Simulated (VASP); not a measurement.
# WS2 (Tungstenite) (P6_3/mmc) in VASP: further runs

Aim: see how the results for WS2 (Tungstenite) move with the level of theory and the settings. Levels: PBE+D3(BJ), r2SCAN. Tasks: single point, relaxation of cell and atoms.

All numbers are computed with VASP 6.6.1; they aren't measurements. Logs are shortened: lines on timing, memory, paths and dates and some standing lists are left out, and cuts for length are marked.

## (1) The cell of the first run

The structure is hexagonal, space group P6_3/mmc (No. 194). The conventional cell has a = 3.154 Å, b = 3.154 Å, c = 12.145 Å, α = 90.00°, β = 90.00°, γ = 120.00°. W (site symmetry -6m2) has 6 S at 2.41 Å and 6 W at 3.15 Å within 3.2 Å. Within 3.2 Å of S (site symmetry 3m) lie 3 W at 2.41 Å and 7 S at 3.15 Å.

## (2) Single point, PBE+D3(BJ)

Contents of INCAR:

```
SYSTEM = WS2
ALGO = Normal
EDIFF = 1E-6
ENCUT = 520
GGA = PE
ISIF = 2
ISMEAR = -1
IVDW = 12
LASPH = .True.
LCHARG = .True.
LELF = .True.
LREAL = .False.
LVHAR = .True.
LWAVE = .False.
NBANDS = 35
NELM = 100
PREC = Accurate
SIGMA = 0.02
```

Contents of KPOINTS:

```
k-points
0
Gamma
  12 12 2
  0 0 0
```

Contents of POSCAR:

```
WS2
1.0
    3.1537884329      0.0000000000      0.0000000000
   -1.5768942165      2.7312609011      0.0000000000
    0.0000000000      0.0000000000     12.1447637014
W S
2 4
Direct
    0.3333333333      0.6666666667      0.2500000000
    0.6666666667      0.3333333333      0.7500000000
    0.3333333333      0.6666666667      0.6203213289
    0.6666666667      0.3333333333      0.1203213289
    0.3333333333      0.6666666667      0.8796786711
    0.6666666667      0.3333333333      0.3796786711
```

Potentials or basis: VASP PAW PBE potentials, release 64 (W_sv, S).

Command:

```bash
$ cat potpaw_PBE.64/W_sv/POTCAR potpaw_PBE.64/S/POTCAR > POTCAR
$ mpirun -np 1 vasp_std > vasp.out
```

OUTCAR:

```text
SYSTEM = WS2
   EDIFF = 1E-6
   ENCUT = 520
   GGA = PE
   ISIF = 2
   ISMEAR = -1
   IVDW = 12
   LASPH = .True.
   LREAL = .False.
   NELM = 100
   PREC = Accurate
 IVDW          = 12

 ion  position               nearest neighbor table
   1  0.333  0.667  0.250-   4 2.41   6 2.41   4 2.41   6 2.41   4 2.41   6 2.41
   2  0.667  0.333  0.750-   3 2.41   5 2.41   3 2.41   5 2.41   3 2.41   5 2.41
   3  0.333  0.667  0.620-   2 2.41   2 2.41   2 2.41
   4  0.667  0.333  0.120-   1 2.41   1 2.41   1 2.41
   5  0.333  0.667  0.880-   2 2.41   2 2.41   2 2.41
   6  0.667  0.333  0.380-   1 2.41   1 2.41   1 2.41

  LATTYP: Found a hexagonal cell.
 ALAT       =     3.1537884329
 C/A-ratio  =     3.8508492119

  Lattice vectors:

 A1 = (   3.1537884329,   0.0000000000,   0.0000000000)
 A2 = (  -1.5768942165,   2.7312609011,   0.0000000000)
 A3 = (   0.0000000000,   0.0000000000,  12.1447637014)

Analysis of symmetry for initial positions (statically):
=====================================================================
 Subroutine PRICEL returns:
 Original cell was already a primitive cell.

 Routine SETGRP: Setting up the symmetry group for a
 hexagonal supercell.

 Subroutine GETGRP returns: Found 24 space group operations
 (whereof 12 operations were pure point group operations)
 out of a pool of 24 trial point group operations.

The static configuration has the point symmetry D_3d.
 The point group associated with its full space group is D_6h.

Analysis of symmetry for dynamics (positions and initial velocities):
=====================================================================
 Subroutine PRICEL returns:
 Original cell was already a primitive cell.

 Routine SETGRP: Setting up the symmetry group for a
 hexagonal supercell.

 Subroutine GETGRP returns: Found 24 space group operations
 (whereof 12 operations were pure point group operations)
 out of a pool of 24 trial point group operations.

The dynamic configuration has the point symmetry D_3d.
 The point group associated with its full space group is D_6h.

 Subroutine INISYM returns: Found 24 space group operations
 (whereof 12 operations are pure point group operations),
 and found     1 'primitive' translations

----------------------------------------------------------------------------------------

                                     Primitive cell

  volume of cell :     104.6128

  direct lattice vectors                    reciprocal lattice vectors
     3.153788433  0.000000000  0.000000000     0.317078974  0.183065631  0.000000000
    -1.576894216  2.731260901  0.000000000     0.000000000  0.366131262  0.000000000
     0.000000000  0.000000000 12.144763701     0.000000000  0.000000000  0.082340013

  length of vectors
     3.153788433  3.153788433 12.144763701     0.366131262  0.366131262  0.082340013

  position of ions in fractional coordinates (direct lattice)
     0.333333333  0.666666667  0.250000000
     0.666666667  0.333333333  0.750000000
     0.333333333  0.666666667  0.620321329
     0.666666667  0.333333333  0.120321329
     0.333333333  0.666666667  0.879678671
     0.666666667  0.333333333  0.379678671

  ion indices of the primitive-cell ions
   primitive index   ion index
                 1           1
                 2           2
                 3           3
                 4           4
                 5           5
                 6           6

----------------------------------------------------------------------------------------

 KPOINTS: k-points

Automatic generation of k-mesh.
 Grid dimensions read from file:
 generate k-points for:   12   12    2

 Generating k-lattice:

  Cartesian coordinates                     Fractional coordinates (reciprocal lattice)
     0.026423248  0.015255469  0.000000000     0.083333333  0.000000000  0.000000000
     0.000000000  0.030510938  0.000000000     0.000000000  0.083333333  0.000000000
     0.000000000  0.000000000  0.041170006     0.000000000  0.000000000  0.500000000

  Length of vectors
     0.030510938  0.030510938  0.041170006

  Shift w.r.t. Gamma in fractional coordinates (k-lattice)
     0.000000000  0.000000000  0.000000000

 Subroutine IBZKPT returns following result:
 ===========================================

 Found     38 irreducible k-points:

 Following reciprocal coordinates:
            Coordinates               Weight
  0.000000  0.000000  0.000000      1.000000
  0.083333  0.000000  0.000000      6.000000
  0.166667  0.000000  0.000000      6.000000
  0.250000  0.000000  0.000000      6.000000
  0.333333  0.000000  0.000000      6.000000
  0.416667  0.000000  0.000000      6.000000
[... 16 lines left out ...]
  0.250000  0.000000  0.500000      6.000000
  0.333333  0.000000  0.500000      6.000000
 [... further k-points ...]
   k-points           NKPTS =     38   k-points in BZ     NKDIM =     38   number of bands    NBANDS=     35
[... 53 lines left out ...]
   NGX = 11   NGY = 11   NGZ = 45

 number of electron      51.9999998 magnetization

 Free energy of the ion-electron system (eV)
  ---------------------------------------------------
  ext. energy  EPLUGINS =         0.00000000
  ---------------------------------------------------
  free energy    TOTEN  =       -47.18937568 eV

  energy without entropy =      -47.18937568  energy(sigma->0) =      -47.18937568

 E-fermi :   8.2046     XC(G=0): -11.0773

 val. band max:        7.7268523841   @ k =   0.0000   0.0000   0.0000
 cond. band min:       8.6351286903   @ k =   0.1667   0.1667   0.0000
 fundamental gap:      0.9082763062
 Fermi energy:         8.2046027997

 k-point     1 :       0.0000    0.0000    0.0000
  band No.  band energies     occupation
      1     -66.9205      2.00000
      2     -66.9204      2.00000
      3     -31.1781      2.00000
      4     -31.1780      2.00000
      5     -30.9997      2.00000
      6     -30.9997      2.00000
[... 27 lines left out ...]
     34      10.2413      0.00000
     35      12.4902      0.00000

 k-point     2 :       0.0833    0.0000    0.0000
  band No.  band energies     occupation
      1     -66.9192      2.00000
      2     -66.9192      2.00000
      3     -31.1736      2.00000
      4     -31.1735      2.00000
      5     -31.0248      2.00000
      6     -31.0248      2.00000
[... 27 lines left out ...]
     34      10.2473      0.00000
     35      13.0338      0.00000

 k-point     3 :       0.1667    0.0000    0.0000
  band No.  band energies     occupation
      1     -66.9157      2.00000
      2     -66.9157      2.00000
      3     -31.1612      2.00000
      4     -31.1611      2.00000
      5     -31.0927      2.00000
      6     -31.0927      2.00000
[... 27 lines left out ...]
     34      10.7900      0.00000
     35      14.1185      0.00000

 k-point     4 :       0.2500    0.0000    0.0000
  band No.  band energies     occupation
      1     -66.9109      2.00000
      2     -66.9109      2.00000
      3     -31.1843      2.00000
      4     -31.1843      2.00000
      5     -31.1443      2.00000
      6     -31.1442      2.00000
[... 27 lines left out ...]
     34      11.3618      0.00000
     35      14.5369      0.00000

 k-point     5 :       0.3333    0.0000    0.0000
  band No.  band energies     occupation
      1     -66.9062      2.00000
      2     -66.9062      2.00000
      3     -31.2744      2.00000
      4     -31.2744      2.00000
      5     -31.1273      2.00000
      6     -31.1272      2.00000
[... 638 lines left out ...]
 k-point    22 :       0.1667    0.0000    0.5000
  band No.  band energies     occupation
      1     -66.9157      2.00000
      2     -66.9157      2.00000
      3     -31.1612      2.00000
      4     -31.1612      2.00000
      5     -31.0927      2.00000
      6     -31.0927      2.00000
[... 27 lines left out ...]
     34      10.7251      0.00000
     35      14.2570      0.00000

 k-point    23 :       0.2500    0.0000    0.5000
  band No.  band energies     occupation
      1     -66.9109      2.00000
      2     -66.9109      2.00000
      3     -31.1843      2.00000
      4     -31.1843      2.00000
      5     -31.1442      2.00000
      6     -31.1442      2.00000
[... 27 lines left out ...]
     34      11.2265      0.00000
     35      14.3461      0.00000

 k-point    24 :       0.3333    0.0000    0.5000
  band No.  band energies     occupation
      1     -66.9062      2.00000
      2     -66.9062      2.00000
      3     -31.2744      2.00000
      4     -31.2744      2.00000
      5     -31.1273      2.00000
      6     -31.1273      2.00000
[... 27 lines left out ...]
     34      11.5760      0.00000
     35      13.5889      0.00000

 [... further k-points ...]

------------------------ aborting loop because EDIFF is reached ----------------------------------------

 Edisp (eV)   -2.61036

 E8    (eV) :    -1.0970

  FORCE on cell =-STRESS in cart. coord.  units (eV):
  Direction    XX          YY          ZZ          XY          YZ          ZX
  --------------------------------------------------------------------------------------
  -------------------------------------------------------------------------------------
  Total      -0.00826    -0.00826    -0.03949     0.00000     0.00000     0.00000
  in kB      -0.12655    -0.12655    -0.60487     0.00000     0.00000     0.00000
  external pressure =       -0.29 kB  Pullay stress =        0.00 kB

 VOLUME and BASIS-vectors are now :
 -----------------------------------------------------------------------------
  energy-cutoff  :      520.00
  volume of cell :      104.61
      direct lattice vectors                 reciprocal lattice vectors
     3.153788433  0.000000000  0.000000000     0.317078974  0.183065631  0.000000000
    -1.576894216  2.731260901  0.000000000     0.000000000  0.366131262  0.000000000
     0.000000000  0.000000000 12.144763701     0.000000000  0.000000000  0.082340013

 POSITION                                       TOTAL-FORCE (eV/Angst)
 -----------------------------------------------------------------------------------
     -0.00000      1.82084      3.03619        -0.000000     -0.000000      0.000000
      1.57689      0.91042      9.10857         0.000000      0.000000      0.000000
     -0.00000      1.82084      7.53366         0.000000      0.000000     -0.001144
      1.57689      0.91042      1.46127        -0.000000     -0.000000     -0.001144
     -0.00000      1.82084     10.68349        -0.000000     -0.000000      0.001144
      1.57689      0.91042      4.61111         0.000000      0.000000      0.001144
 -----------------------------------------------------------------------------------
    total drift:                               -0.000000      0.000000     -0.000000

  FREE ENERGIE OF THE ION-ELECTRON SYSTEM (eV)
  ---------------------------------------------------
  free  energy   TOTEN  =       -49.7997374579 eV

  energy  without entropy=      -49.7997374579  energy(sigma->0) =      -49.79973746
```

It took 69 s on 1 thread of AMD EPYC 9R45 (Zen 5), shared host; peak memory 0.25 GiB.

What came out:

```yaml
Free_energy: -49.7997 eV
Pressure: 0.0 GPa
Band_gap_on_the_k_mesh: 0.91 eV, indirect (least direct gap 1.84 eV)
Dispersion_energy_per_atom: -0.435 eV
```

Caveat: spin-orbit coupling is left out, which moves the levels of the heavy elements.

## (3) Relaxation of cell and atoms, PBE+D3(BJ)

This run uses another cell than the first one, of 18.24 Å³/atom, 1.046 times its volume.

Contents of INCAR:

```
SYSTEM = WS2
PREC = Accurate
ENCUT = 600
EDIFF = 1E-7
ISMEAR = -1
SIGMA = 0.02
LREAL = .FALSE.
LASPH = .TRUE.
NELM = 100
ALGO = Normal
ISIF = 3
LWAVE = .FALSE.
LCHARG = .FALSE.
GGA = PE
IVDW = 12
IBRION = 2
NSW = 80
EDIFFG = -0.005
```

Contents of KPOINTS:

```
Automatic mesh
0
G
  12 12 2
  0 0 0
```

Contents of POSCAR:

```
WS2
1.0
    3.1800000000      0.0000000000      0.0000000000
   -1.5900000000      2.7539607840      0.0000000000
    0.0000000000      0.0000000000     12.5000000000
W S
2 4
Direct
    0.3333333333      0.6666666667      0.2500000000
    0.6666666667      0.3333333333      0.7500000000
    0.3333333333      0.6666666667      0.6250000000
    0.6666666667      0.3333333333      0.1250000000
    0.3333333333      0.6666666667      0.8750000000
    0.6666666667      0.3333333333      0.3750000000
```

Potentials or basis: VASP PAW PBE potentials, release 64 (W_sv, S).

Command:

```bash
$ cat potpaw_PBE.64/W_sv/POTCAR potpaw_PBE.64/S/POTCAR > POTCAR
$ mpirun -np 1 vasp_std > vasp.out
```

Wall time 14 min (1 thread of AMD EPYC 9R45 (Zen 5), shared host); peak memory 0.34 GiB.

The run converged. Its results:

* Free energy: -49.8020 eV
* Relaxed volume: 17.44 Å³/atom
* Relaxed cell: a = 3.155 Å, b = 3.155 Å, c = 12.141 Å, α = 90.00°, β = 90.00°, γ = 120.00°
* Space group after relaxing (to 0.05 Å): P6_3/mmc (No. 194)
* Energy gained by relaxing: 5.5 meV/atom
* Ionic steps: 12
* Pressure after relaxing: 0.0 GPa
* Band gap on the k mesh: 0.91 eV, indirect (least direct gap 1.83 eV)
* Dispersion energy per atom: -0.435 eV

Forces in eV/Å, atoms in the order of the input:
```
W    0.000  0.000  0.000
W    0.000  0.000  0.000
S    0.000  0.000 -0.003
S    0.000  0.000 -0.003
S    0.000  0.000  0.003
S    0.000  0.000  0.003
```

The path:
| step | energy change (eV) | largest force (eV/Å) | pressure (GPa) | volume (Å³) |
| --- | --- | --- | --- | --- |
| 1 | 0.0000 | 0.1377 | -1.53 | 109.47 |
| 2 | -0.0074 | 0.3296 | 1.83 | 106.74 |
| 3 | -0.0119 | 0.2553 | 0.51 | 107.76 |
| 4 | -0.0147 | 0.0705 | -0.67 | 107.54 |
| 5 | -0.0164 | 0.0523 | -0.23 | 107.62 |
| 6 | -0.0201 | 0.0483 | -0.20 | 107.23 |
| 7 | -0.0287 | 0.0374 | -0.09 | 106.04 |
| 8 | -0.0308 | 0.0125 | 0.32 | 103.67 |
| 9 | -0.0328 | 0.0307 | 0.13 | 104.71 |
| 10 | -0.0328 | 0.0290 | 0.15 | 104.60 |
| 11 | -0.0308 | 0.1376 | -0.94 | 104.90 |
| 12 | -0.0329 | 0.0026 | -0.02 | 104.64 |

Final structure:
```
W S
1.0
     3.15475    0.00000    0.00000
    -1.57737    2.73209    0.00000
     0.00000    0.00000   12.14092
W S
2 4
Direct
  0.33333 0.66667 0.25000
  0.66667 0.33333 0.75000
  0.33333 0.66667 0.62032
  0.66667 0.33333 0.12032
  0.33333 0.66667 0.87968
  0.66667 0.33333 0.37968
```

Levels at points of the mesh, in eV from the valence-band top:
| k point | band 23 | band 24 | band 25 | band 26 | band 27 | band 28 | band 29 | band 30 |
| --- | --- | --- | --- | --- | --- | --- | --- | --- |
| (0.00, 0.00, 0.00) | -2.21 | -1.42 | -1.28 | 0.00 | 2.26 | 2.26 | 2.27 | 2.27 |
| (0.50, 0.00, 0.00) | -2.03 | -1.78 | -1.78 | -1.56 | 2.28 | 2.34 | 2.54 | 2.88 |
| (0.00, 0.00, 0.50) | -2.24 | -2.24 | -0.31 | -0.31 | 2.25 | 2.25 | 2.25 | 2.25 |
| (0.50, 0.00, 0.50) | -1.91 | -1.91 | -1.65 | -1.65 | 2.31 | 2.31 | 2.74 | 2.74 |

Caveat: spin-orbit coupling is left out, which moves the levels of the heavy elements.

## (4) Single point, r2SCAN

This run uses another cell than the first one, of 18.12 Å³/atom, 1.039 times its volume.

Contents of POSCAR:

```
WS2
1.0
    3.1699447091      0.0000000000      0.0000000000
   -1.5849723546      2.7452526467      0.0000000000
    0.0000000000      0.0000000000     12.4911158352
W S
2 4
Direct
    0.3333333333      0.6666666667      0.2500000000
    0.6666666667      0.3333333333      0.7500000000
    0.3333333333      0.6666666667      0.6248924628
    0.6666666667      0.3333333333      0.1248924628
    0.3333333333      0.6666666667      0.8751075372
    0.6666666667      0.3333333333      0.3751075372
```

Contents of INCAR.step1:

```
SYSTEM = WS2
ALGO     = Normal         ! electronic algorithm
EDIFF    = 1E-4           ! SCF threshold, eV
ENCUT    = 520            ! plane-wave cutoff, eV
GGA      = PE             ! functional
ISMEAR   = 0              ! smearing method
LASPH    = .True.         ! aspherical terms in the spheres
LCHARG   = .False.        ! write CHGCAR
LREAL    = .False.        ! projectors in reciprocal space
LWAVE    = .True.         ! write WAVECAR
NBANDS   = 35             ! bands
NELM     = 100            ! most SCF steps
PREC     = Accurate       ! precision mode
SIGMA    = 0.01           ! smearing width, eV
```

Contents of INCAR.step2:

```
SYSTEM = WS2
ALGO     = Normal         ! electronic algorithm
EDIFF    = 1E-6           ! SCF threshold, eV
ENCUT    = 520            ! plane-wave cutoff, eV
ISIF     = 2              ! what is computed and relaxed
ISMEAR   = 0              ! smearing method
ISTART   = 1            
LASPH    = .True.         ! aspherical terms in the spheres
LCHARG   = .True.         ! write CHGCAR
LELF     = .True.         ! ELF
LMIXTAU  = .True.       
LREAL    = .False.        ! projectors in reciprocal space
LVHAR    = .True.       
LWAVE    = .False.        ! write WAVECAR
METAGGA  = R2SCAN         ! meta-GGA
NBANDS   = 35             ! bands
NELM     = 100            ! most SCF steps
PREC     = Accurate       ! precision mode
SIGMA    = 0.01           ! smearing width, eV
```

Contents of KPOINTS:

```
k-points
0
Gamma
  12 12 2
  0 0 0
```

Command:

```bash
$ cat potpaw_PBE.64/W_sv/POTCAR potpaw_PBE.64/S/POTCAR > POTCAR
$ cp INCAR.step1 INCAR
$ mpirun -np 1 vasp_std > vasp.out
$ cp INCAR.step2 INCAR
$ mpirun -np 1 vasp_std > vasp.out
```

Run time: 5.6 min. Hardware: 1 thread of AMD EPYC 9R45 (Zen 5), shared host; peak memory 0.27 GiB.

It converged, with:

```
Free energy            : -140.1408 eV
Pressure               : 1.4 GPa
Largest force          : 0.030 eV/Å
Band gap on the k mesh : 1.17 eV, indirect (least direct gap 1.90 eV)
```

Forces in eV/Å, atoms in the order of the input:
```
W    0.000  0.000  0.000
W    0.000  0.000  0.000
S    0.000  0.000  0.030
S    0.000  0.000  0.030
S    0.000  0.000 -0.030
S    0.000  0.000 -0.030
```

Stress tensor (GPa, compression positive):
```
1.53 0.00 0.00
0.00 1.53 0.00
0.00 0.00 1.26
```

Levels at points of the mesh, in eV from the valence-band top:
```csv
k point,band 23,band 24,band 25,band 26,band 27,band 28,band 29,band 30
"(0.00, 0.00, 0.00)",-2.38,-1.72,-1.14,0.00,2.44,2.44,2.45,2.45
"(0.50, 0.00, 0.00)",-2.14,-1.98,-1.75,-1.59,2.39,2.43,2.73,2.97
"(0.00, 0.00, 0.50)",-2.40,-2.40,-0.33,-0.33,2.44,2.44,2.44,2.44
"(0.50, 0.00, 0.50)",-2.06,-2.06,-1.66,-1.66,2.41,2.41,2.87,2.87
```

Caveat: the PAW data sets were made with another functional, which shifts forces and pressure a little; spin-orbit coupling is left out, which moves the levels of the heavy elements.

## (5) Summary

```csv
task,level,cell,cutoff (eV),smearing,gap on the mesh (eV),pressure (GPa)
single point,PBE+D3(BJ),"a = 3.154, b = 3.154, c = 12.145 Å, angles 90.0, 90.0, 120.0°, 6 atoms",520,fermi-dirac 0.02 eV,0.91,0.0
relaxation of cell and atoms,PBE+D3(BJ),"relaxed from a = 3.180, b = 3.180, c = 12.500 Å, angles 90.0, 90.0, 120.0°, 6 atoms",600,fermi-dirac 0.02 eV,0.91,0.0
single point,r2SCAN,"a = 3.170, b = 3.170, c = 12.491 Å, angles 90.0, 90.0, 120.0°, 6 atoms",520,gaussian 0.01 eV,1.17,1.4
```

Alike in all rows: potentials or basis VASP PAW PBE potentials, release 64 (W_sv, S); no spin polarisation; k mesh 12 × 12 × 2.

Caveats: spin-orbit coupling is left out, which moves the levels of the heavy elements; the PAW data sets were made with another functional, which shifts forces and pressure a little (some runs).

Total energies depend on the potentials used, so only differences within one code and one set of settings carry meaning.
